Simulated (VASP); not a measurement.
# SiC (Moissanite 6H) (P6_3mc) in VASP: a series of runs, part 2 of 2

VASP 6.6.1.

### 4 Single point, r2SCAN

POSCAR

```
SiC
1.0
    3.0790874996      0.0000000000      0.0000000000
   -1.5395437498      2.6665679951      0.0000000000
    0.0000000000      0.0000000000     15.1076943089
Si C
6 6
Direct
    0.0000000000      0.0000000000      0.1250346186
    0.0000000000      0.0000000000      0.6250346186
    0.3333333333      0.6666666667      0.2918199952
    0.6666666667      0.3333333333      0.7918199952
    0.3333333333      0.6666666667      0.9583138720
    0.6666666667      0.3333333333      0.4583138720
    0.0000000000      0.0000000000     -0.0003142250
    0.0000000000      0.0000000000      0.4996857750
    0.3333333333      0.6666666667      0.1668262173
    0.6666666667      0.3333333333      0.6668262173
    0.3333333333      0.6666666667      0.8333195219
    0.6666666667      0.3333333333      0.3333195219
```

INCAR.step1

```
SYSTEM = SiC
  ALGO = Normal
  EDIFF = 1E-4
  ENCUT = 520
  GGA = PE
  ISMEAR = 0
  LASPH = .TRUE.
  LCHARG = .FALSE.
  LREAL = .FALSE.
  LWAVE = .TRUE.
  NBANDS = 36
  NELM = 60
  PREC = Accurate
  SIGMA = 0.02
```

INCAR.step2

```
SYSTEM = SiC
  ALGO = Normal
  EDIFF = 1E-6
  ENCUT = 520
  ISIF = 2
  ISMEAR = 0
  ISTART = 1
  LASPH = .TRUE.
  LCHARG = .FALSE.
  LMIXTAU = .TRUE.
  LREAL = .FALSE.
  LWAVE = .FALSE.
  METAGGA = R2SCAN
  NBANDS = 36
  NELM = 60
  PREC = Accurate
  SIGMA = 0.02
```

KPOINTS

```
k-points
0
G
  12 12 2
  0 0 0
```

Potentials or basis: VASP PAW PBE potentials, release 64 (Si, C).

The run is started by

```console
$ cat potpaw_PBE.64/Si/POTCAR potpaw_PBE.64/C/POTCAR > POTCAR
$ cp INCAR.step1 INCAR
$ mpirun -np 1 vasp_std > vasp.out
$ cp INCAR.step2 INCAR
$ mpirun -np 1 vasp_std > vasp.out
```

OUTCAR:

```text
SYSTEM = SiC
   EDIFF = 1E-6
   ENCUT = 520
   ISIF = 2
   ISMEAR = 0
   ISTART = 1
   LASPH = .TRUE.
   LREAL = .FALSE.
   METAGGA = R2SCAN
   NELM = 60
   PREC = Accurate

 ion  position               nearest neighbor table
   1  0.000  0.000  0.125-   9 1.89   9 1.89   9 1.89   7 1.89   5 3.08   5 3.08   5 3.08   3 3.08
                             3 3.08   3 3.08
   2  0.000  0.000  0.625-  10 1.89  10 1.89  10 1.89   8 1.89   6 3.08   6 3.08   6 3.08   4 3.08
                             4 3.08   4 3.08
   3  0.333  0.667  0.292-  12 1.89  12 1.89  12 1.89   9 1.89   6 3.08   6 3.08   6 3.08   1 3.08
                             1 3.08   1 3.08
   4  0.667  0.333  0.792-  11 1.89  11 1.89  11 1.89  10 1.89   5 3.08   5 3.08   5 3.08   2 3.08
                             2 3.08   2 3.08
   5  0.333  0.667  0.958-   7 1.88   7 1.88   7 1.88  11 1.89   4 3.08   4 3.08   4 3.08   1 3.08
                             1 3.08   1 3.08
   6  0.667  0.333  0.458-   8 1.88   8 1.88   8 1.88  12 1.89   3 3.08   3 3.08   3 3.08   2 3.08
                             2 3.08   2 3.08
   7  0.000  0.000  1.000-   5 1.88   5 1.88   5 1.88   1 1.89
   8  0.000  0.000  0.500-   6 1.88   6 1.88   6 1.88   2 1.89
   9  0.333  0.667  0.167-   1 1.89   1 1.89   1 1.89   3 1.89
  10  0.667  0.333  0.667-   2 1.89   2 1.89   2 1.89   4 1.89
  11  0.333  0.667  0.833-   4 1.89   4 1.89   4 1.89   5 1.89
  12  0.667  0.333  0.333-   3 1.89   3 1.89   3 1.89   6 1.89

  LATTYP: Found a hexagonal cell.
 ALAT       =     3.0790874996
 C/A-ratio  =     4.9065492003

  Lattice vectors:

 A1 = (   3.0790874996,   0.0000000000,   0.0000000000)
 A2 = (  -1.5395437498,   2.6665679951,   0.0000000000)
 A3 = (   0.0000000000,   0.0000000000,  15.1076943089)

Analysis of symmetry for initial positions (statically):
=====================================================================
 Subroutine PRICEL returns:
 Original cell was already a primitive cell.

[... 168 lines left out ...]
   METAGGA = R2SCAN    functional components
   LHFCALC =     F    Hartree Fock is set to
   AEXX    =    0.0000 exact exchange contribution
   IVDW    =     0    specifies the selected vdW correction
   LEPSILON=     F    determine dielectric tensor
   LRPA    =     F    only Hartree local field effects (RPA)
 non-spin polarized calculation
 Gauss-broadening in eV      SIGMA  =   0.02
  energy-cutoff  :      520.00
  volume of cell :      124.04
 maximum number of plane-waves:      3358
 NGX is ok and might be reduce to    24
   NGX = 11   NGY = 11   NGZ = 57

 number of electron      47.9999999 magnetization

 Free energy of the ion-electron system (eV)
  ---------------------------------------------------
  ext. energy  EPLUGINS =         0.00000000
  ---------------------------------------------------
  free energy    TOTEN  =      -115.96437617 eV

  energy without entropy =     -115.96437617  energy(sigma->0) =     -115.96437617

 E-fermi :   8.1438     XC(G=0): -11.9362

 val. band max:        8.0398858978   @ k =   0.0000   0.0000   0.0000
 cond. band min:      10.4390888729   @ k =   0.5000   0.0000   0.0000
 fundamental gap:      2.3992029751
 Fermi energy:         8.1438497345

 k-point     1 :       0.0000    0.0000    0.0000
  band No.  band energies     occupation
      1      -8.2015      2.00000
      2      -7.6610      2.00000
      3      -7.6243      2.00000
      4      -6.0867      2.00000
      5      -6.0556      2.00000
      6      -4.5722      2.00000
[... 925 lines left out ...]
     35      16.5167      0.00000
     36      16.5167      0.00000

 [... further k-points ...]
[... 5 lines left out ...]
  --------------------------------------------------------------------------------------
  -------------------------------------------------------------------------------------
  Total       -0.2437246     -0.2437246     -0.1833237      0.0000000      0.0000000     -0.0000000
  in kB       -3.1480163     -3.1480163     -2.3678618      0.0000000      0.0000000     -0.0000000
  external PRESSURE =      -2.8879648 kB  Pullay stress =       0.0000000 kB

 VOLUME and BASIS-vectors are now :
 -----------------------------------------------------------------------------
  energy-cutoff  :      520.00
  volume of cell :      124.04
      direct lattice vectors                 reciprocal lattice vectors
     3.079087500  0.000000000  0.000000000     0.324771544  0.187506938  0.000000000
    -1.539543750  2.666567995  0.000000000     0.000000000  0.375013876  0.000000000
     0.000000000  0.000000000 15.107694309     0.000000000  0.000000000  0.066191437

 POSITION                                       TOTAL-FORCE (eV/Angst)
 -----------------------------------------------------------------------------------
      0.00000      0.00000      1.88898         0.000000      0.000000      0.001606
      0.00000      0.00000      9.44283        -0.000000     -0.000000      0.001606
     -0.00000      1.77771      4.40873        -0.000000      0.000000     -0.001375
      1.53954      0.88886     11.96257         0.000000     -0.000000     -0.001375
     -0.00000      1.77771     14.47791        -0.000000     -0.000000     -0.002796
      1.53954      0.88886      6.92407         0.000000      0.000000     -0.002796
      0.00000      0.00000     15.10295        -0.000000      0.000000     -0.001760
      0.00000      0.00000      7.54910         0.000000     -0.000000     -0.001760
     -0.00000      1.77771      2.52036        -0.000000      0.000000      0.006409
      1.53954      0.88886     10.07421         0.000000      0.000000      0.006409
     -0.00000      1.77771     12.58954         0.000000      0.000000     -0.002083
      1.53954      0.88886      5.03569        -0.000000      0.000000     -0.002083
 -----------------------------------------------------------------------------------
    total drift:                               -0.000000     -0.000000      0.000599

  FREE ENERGIE OF THE ION-ELECTRON SYSTEM (eV)
  ---------------------------------------------------
  free  energy   TOTEN  =      -115.9643761669 eV

  energy  without entropy=     -115.9643761669  energy(sigma->0) =     -115.96437617
```

OUTCAR.step1:

```text
SYSTEM = SiC
   EDIFF = 1E-4
   ENCUT = 520
   GGA = PE
   ISMEAR = 0
   LASPH = .TRUE.
   LREAL = .FALSE.
   NELM = 60
[... 1204 lines left out ...]
      1.53954      0.88886     10.07421        -0.000000     -0.000000      0.000663
     -0.00000      1.77771     12.58954         0.000000      0.000000     -0.001369
      1.53954      0.88886      5.03569        -0.000000     -0.000000     -0.001369
 -----------------------------------------------------------------------------------
    total drift:                               -0.000000     -0.000000     -0.000024

  FREE ENERGIE OF THE ION-ELECTRON SYSTEM (eV)
  ---------------------------------------------------
  free  energy   TOTEN  =       -90.3534746759 eV

  energy  without entropy=      -90.3534746759  energy(sigma->0) =      -90.35347468
```

Run time: 7.6 min. Hardware: 1 thread of Intel Xeon 6975P-C, shared host; peak memory 0.33 GiB.

What came out:

```
Free energy            : -115.9644 eV
Pressure               : -0.3 GPa
Largest force          : 0.006 eV/Å
Band gap on the k mesh : 2.40 eV, indirect (least direct gap 3.56 eV)
```

Forces on the atoms (eV/Å):
```
Si   0.000  0.000  0.002
Si   0.000  0.000  0.002
Si   0.000  0.000 -0.001
Si   0.000  0.000 -0.001
Si   0.000  0.000 -0.003
Si   0.000  0.000 -0.003
C    0.000  0.000 -0.002
C    0.000  0.000 -0.002
C    0.000  0.000  0.006
C    0.000  0.000  0.006
C    0.000  0.000 -0.002
C    0.000  0.000 -0.002
```

Stress tensor (GPa, compression positive):
```
-0.31  0.00  0.00
 0.00 -0.31  0.00
 0.00  0.00 -0.24
```

Caveat: the PAW data sets were made with another functional, which shifts forces and pressure a little.

### 5 Relaxation of cell and atoms, PBEsol

This run uses another cell than the first one, of 10.49 Å³/atom, 1.015 times its volume.

INCAR

```
PREC = Accurate
ENCUT = 600
EDIFF = 1E-6
ISMEAR = 0
SIGMA = 0.02
LREAL = False
LASPH = True
NELM = 60
ALGO = Normal
ISIF = 3
LWAVE = False
LCHARG = False
GGA = PS
IBRION = 2
NSW = 100
EDIFFG = -0.005
```

KPOINTS

```
regular mesh
0
Gamma
  12 12 2
```

POSCAR

```
SiC
1.0
    3.0950000000      0.0000000000      0.0000000000
   -1.5475000000      2.6803486247      0.0000000000
    0.0000000000      0.0000000000     15.1700000000
Si C
6 6
Direct
    0.0000000000      0.0000000000      0.1250000000
    0.0000000000      0.0000000000      0.6250000000
    0.3333333333      0.6666666667      0.2917000000
    0.6666666667      0.3333333333      0.7917000000
    0.3333333333      0.6666666667      0.9583000000
    0.6666666667      0.3333333333      0.4583000000
    0.0000000000      0.0000000000      0.0000000000
    0.0000000000      0.0000000000      0.5000000000
    0.3333333333      0.6666666667      0.1667000000
    0.6666666667      0.3333333333      0.6667000000
    0.3333333333      0.6666666667      0.8333000000
    0.6666666667      0.3333333333      0.3333000000
```

The run is started by

```console
$ cat potpaw_PBE.64/Si/POTCAR potpaw_PBE.64/C/POTCAR > POTCAR
$ mpirun -np 1 vasp_std > vasp.out
```

Run time: 18 min. Hardware: 1 thread of Oxide Virtual Turin-like, shared host; peak memory 0.35 GiB.

It converged, with:

```
Free energy                            : -95.5138 eV
Relaxed volume                         : 10.34 Å³/atom
Relaxed cell                           : a = 3.080 Å, b = 3.080 Å, c = 15.112 Å, α = 90.00°, β = 90.00°, γ = 120.00°
Space group after relaxing (to 0.05 Å) : P6_3mc (No. 186)
Energy gained by relaxing              : 1.4 meV/atom
Ionic steps                            : 7
Pressure after relaxing                : 0.0 GPa
Band gap on the k mesh                 : 1.91 eV, indirect (least direct gap 3.02 eV)
```

The path:
| step | energy change (eV) | largest force (eV/Å) | pressure (GPa) | volume (Å³) |
| --- | --- | --- | --- | --- |
| 1 | 0.0000 | 0.1430 | -2.94 | 125.85 |
| 2 | 0.0019 | 0.1145 | 3.26 | 122.37 |
| 3 | -0.0168 | 0.0260 | 0.00 | 124.14 |
| 4 | -0.0170 | 0.0142 | 0.02 | 124.13 |
| 5 | -0.0170 | 0.0149 | 0.02 | 124.13 |
| 6 | -0.0170 | 0.0101 | -0.01 | 124.14 |
| 7 | -0.0170 | 0.0008 | 0.00 | 124.14 |

Final structure:
```yaml
crystal:
  lattice:
    - [3.07983, 0.00000, 0.00000]
    - [-1.53992, 2.66722, 0.00000]
    - [0.00000, 0.00000, 15.11167]
  atoms:
    - { symbol: Si, position: [0.00000, 0.00000, 0.12504] }
    - { symbol: Si, position: [0.00000, 0.00000, 0.62504] }
    - { symbol: Si, position: [0.33333, 0.66667, 0.29182] }
    - { symbol: Si, position: [0.66667, 0.33333, 0.79182] }
    - { symbol: Si, position: [0.33333, 0.66667, 0.95831] }
    - { symbol: Si, position: [0.66667, 0.33333, 0.45831] }
    - { symbol: C, position: [0.00000, 0.00000, 0.99969] }
    - { symbol: C, position: [0.00000, 0.00000, 0.49969] }
    - { symbol: C, position: [0.33333, 0.66667, 0.16683] }
    - { symbol: C, position: [0.66667, 0.33333, 0.66683] }
    - { symbol: C, position: [0.33333, 0.66667, 0.83332] }
    - { symbol: C, position: [0.66667, 0.33333, 0.33332] }
```

Levels at points of the mesh, in eV from the valence-band top:
| k point | band 22 | band 23 | band 24 | band 25 | band 26 | band 27 |
| --- | --- | --- | --- | --- | --- | --- |
| (0.00, 0.00, 0.00) | -0.04 | 0.00 | 0.00 | 5.12 | 5.29 | 5.70 |
| (0.50, 0.00, 0.00) | -1.80 | -1.68 | -1.10 | 1.91 | 2.10 | 3.10 |
| (0.00, 0.00, 0.50) | -0.10 | -0.10 | -0.10 | 5.18 | 5.18 | 5.93 |
| (0.50, 0.00, 0.50) | -1.73 | -1.31 | -1.31 | 1.95 | 1.95 | 3.32 |

Caveat: the PAW data sets were made with another functional, which shifts forces and pressure a little.

### 6 Overview

| task | level | cell | cutoff (eV) | gap on the mesh (eV) | pressure (GPa) |
| --- | --- | --- | --- | --- | --- |
| single point | PBEsol | a = 3.079, b = 3.079, c = 15.108 Å, angles 90.0, 90.0, 120.0°, 12 atoms | 520 | 1.91 | 0.3 |
| single point | r2SCAN | a = 3.079, b = 3.079, c = 15.108 Å, angles 90.0, 90.0, 120.0°, 12 atoms | 520 | 2.40 | -0.3 |
| relaxation of cell and atoms | PBEsol | relaxed from a = 3.095, b = 3.095, c = 15.170 Å, angles 90.0, 90.0, 120.0°, 12 atoms | 600 | 1.91 | 0.0 |

Alike in all rows: potentials or basis VASP PAW PBE potentials, release 64 (Si, C); no spin polarisation; k mesh 12 × 12 × 2; smearing gaussian 0.02 eV.

Caveats: the PAW data sets were made with another functional, which shifts forces and pressure a little.

Total energies depend on the potentials used, so only differences within one code and one set of settings carry meaning.
